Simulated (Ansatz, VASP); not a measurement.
# Two plane-wave programs on AlGa3N4

Contents of INCAR:

```
PREC = Accurate
ENCUT = 520
EDIFF = 1E-6
ISMEAR = 0
SIGMA = 0.05
LREAL = False
LASPH = True
NELM = 60
ALGO = Normal
ISIF = 2
LWAVE = False
LCHARG = True
GGA = PS
LELF = True
LVHAR = True
NBANDS = 41
```

KPOINTS

```
Automatic mesh
0
Gamma
  6 6 6
```

POSCAR

```
AlGa3N4
1.0
    4.6910093379      0.0000000000      0.0000000000
    0.0000000000      4.6910093379      0.0000000000
    0.0000000000      0.0000000000      4.5793186394
Al Ga N
1 3 4
Direct
    0.0000000000      0.0000000000      0.0000000000
    0.5000000000      0.5000000000      0.0000000000
    0.5000000000      0.0000000000      0.5000000000
    0.0000000000      0.5000000000      0.5000000000
    0.7550309200      0.7550309200      0.2449690800
    0.7550309200      0.2449690800      0.7550309200
    0.2449690800      0.7550309200      0.7550309200
    0.2449690800      0.2449690800      0.2449690800
```

Input for Ansatz:

```yaml
crystal:
  lattice:
    - [4.6910093379, 0.0, 0.0]
    - [0.0, 4.6910093379, 0.0]
    - [0.0, 0.0, 4.5793186394]
  atoms:
    - { symbol: Al, position: [0.0, 0.0, 0.0] }
    - { symbol: Ga, position: [0.5, 0.5, 0.0] }
    - { symbol: Ga, position: [0.5, 0.0, 0.5] }
    - { symbol: Ga, position: [0.0, 0.5, 0.5] }
    - { symbol: "N", position: [0.75503092, 0.75503092, 0.24496908] }
    - { symbol: "N", position: [0.75503092, 0.24496908, 0.75503092] }
    - { symbol: "N", position: [0.24496908, 0.75503092, 0.75503092] }
    - { symbol: "N", position: [0.24496908, 0.24496908, 0.24496908] }
basis:
  ecutwfc: 420
kpoints:
  mp_grid: { grid: [6, 6, 6] }
hamiltonian:
  xc: pbesol
scf:
  occupations: { method: gaussian, width: 0.05 }
output:
  forces: true
  stress: true
  eigenvalues: true
  write_density: true
  write_potential: true
  elf: true
  volumetric_format: npy
```

Change from the starting cell: strain +0.050 along x and y, +0.025 along z, atoms carried along.

Alike in both runs: task single point; functional PBEsol; k mesh 6 × 6 × 6; occupations gaussian, width 0.05 eV; no spin polarisation.

|  | VASP | Ansatz |
| --- | --- | --- |
| version | VASP 6.6.1 | Ansatz 0.2.0 |
| potentials or method | VASP PAW PBE potentials, release 64 (Al, Ga_d, N), cutoff 520 eV | scalar-relativistic, plane waves, PAW |
| valence electrons in the cell | 62 | 62 |

VASP gave:

| Item | Value |
| --- | --- |
| gap on the k mesh at the Fermi level (eV) | 1.41 |
| least direct gap on the mesh (eV) | 1.41 |
| pressure (GPa) | -18.1 |
| traceless stress, the component that is largest in VASP (GPa) | 2.00 |
| rms of the force components (eV/Å) | 0.008 |

Question: Which values does Ansatz return?

Answer: gap on the k mesh at the Fermi level (eV): 1.40; least direct gap on the mesh (eV): 1.40; pressure (GPa): -18.0; traceless stress, the component that is largest in VASP (GPa): 2.00; rms of the force components (eV/Å): 0.007.

VASP's potentials were made for PBE, not for PBEsol. Atom by atom the forces differ by 0.002 eV/Å (rms over components).
